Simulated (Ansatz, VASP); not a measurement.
# Yb in VASP and in Ansatz

File INCAR:

```
SYSTEM = Yb
  PREC = Accurate
  ENCUT = 520
  EDIFF = 1E-6
  ISMEAR = -1
  SIGMA = 0.1
  LREAL = .FALSE.
  LASPH = .TRUE.
  NELM = 60
  ALGO = Normal
  ISIF = 2
  LWAVE = .FALSE.
  LCHARG = .TRUE.
  GGA = RE
  LELF = .TRUE.
  LVHAR = .TRUE.
  NBANDS = 18
```

File KPOINTS:

```
Automatic mesh
0
G
  12 12 12
  0 0 0
```

File POSCAR:

```
Yb
1.0
   -2.1777016510      2.1777016510      2.1777016510
    2.1777016510     -2.1777016510      2.1777016510
    2.1777016510      2.1777016510     -2.1777016510
Yb
1
Direct
    0.0000000000      0.0000000000      0.0000000000
```

Input for Ansatz:

```yaml
crystal:
  lattice:
    - [-2.177701651, 2.177701651, 2.177701651]
    - [2.177701651, -2.177701651, 2.177701651]
    - [2.177701651, 2.177701651, -2.177701651]
  atoms:
    - { symbol: Yb, position: [0.0, 0.0, 0.0] }
hamiltonian:
  xc: revpbe
  pseudopotentials:
    kind: paw
    azcp:
      Yb: "pseudopotentials/Yb.paw.azcp"
basis:
  ecutwfc: 420
  fft_grid_basis: typed
kpoints:
  mp_grid: { grid: [12, 12, 12], shift: [0, 0, 0] }
magnetization:
  spin_polarized: false
scf:
  occupations: { method: fermi_dirac, width: 0.1 }
  lower_state_search: "off"
output:
  stress: true
  write_density: true
  write_potential: true
  elf: true
  volumetric_format: npy
```

Alike in both runs: task single point; functional revPBE; k mesh 12 × 12 × 12; occupations fermi-dirac, width 0.1 eV; no spin polarisation.

|  | VASP | Ansatz |
| --- | --- | --- |
| version | VASP 6.6.1 | Ansatz 0.2.0 |
| potentials or method | VASP PAW PBE potentials, release 64 (Yb), cutoff 520 eV | plane waves (420 eV) with PAW, scalar-relativistic |
| valence electrons in the cell | 24 | 24 |

```csv
,VASP,Ansatz,Ansatz less VASP
pressure (GPa),-1.5,-1.6,-0.02
```

VASP's potentials were made for PBE, not for revPBE.

Neither program's run includes spin-orbit coupling.
